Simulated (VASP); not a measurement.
Here is a VASP 6.6.1 calculation.

The input INCAR:

```
ALGO     = Normal         # electronic algorithm
EDIFF    = 1E-6           # SCF threshold, eV
ENCUT    = 520            # plane-wave cutoff, eV
GGA      = PS             # functional
ISIF     = 2              # what is computed and relaxed
ISMEAR   = -1             # smearing method
LASPH    = T              # aspherical terms in the spheres
LCHARG   = T              # write CHGCAR
LELF     = T              # ELF
LREAL    = F              # projectors in reciprocal space
LVHAR    = T            
LWAVE    = F              # write WAVECAR
NBANDS   = 18             # bands
NELM     = 80             # most SCF steps
PREC     = Accurate       # precision mode
SIGMA    = 0.05           # smearing width, eV
```

The input KPOINTS:

```
k-points
0
Gamma
  8 1 6
```

The input POSCAR:

```
P
1.0
    3.2837277200      0.0000000000      0.0000000000
    0.0000000000     34.8570309900      0.0000000000
    0.0000000000      0.0000000000      4.6320847100
P
4
Direct
    0.5000000000      0.9702614300      0.9078492800
    0.5000000000      0.0297385700      0.0921507200
    0.0000000000      0.0297385700      0.4078492800
    0.0000000000      0.9702614300      0.5921507200
```

Potentials or basis: VASP PAW PBE potentials, release 64 (P).

Command:

```console
$ cat potpaw_PBE.64/P/POTCAR > POTCAR
$ mpirun -np 1 vasp_std > vasp.out
```

(1) Predict the largest force.

(2) What does it give for the band gap on the k mesh?

Answers

(1) 0.255 eV/Å.

(2) 0.90 eV.

Caveat: the PAW data sets were made with another functional, which shifts forces and pressure a little.
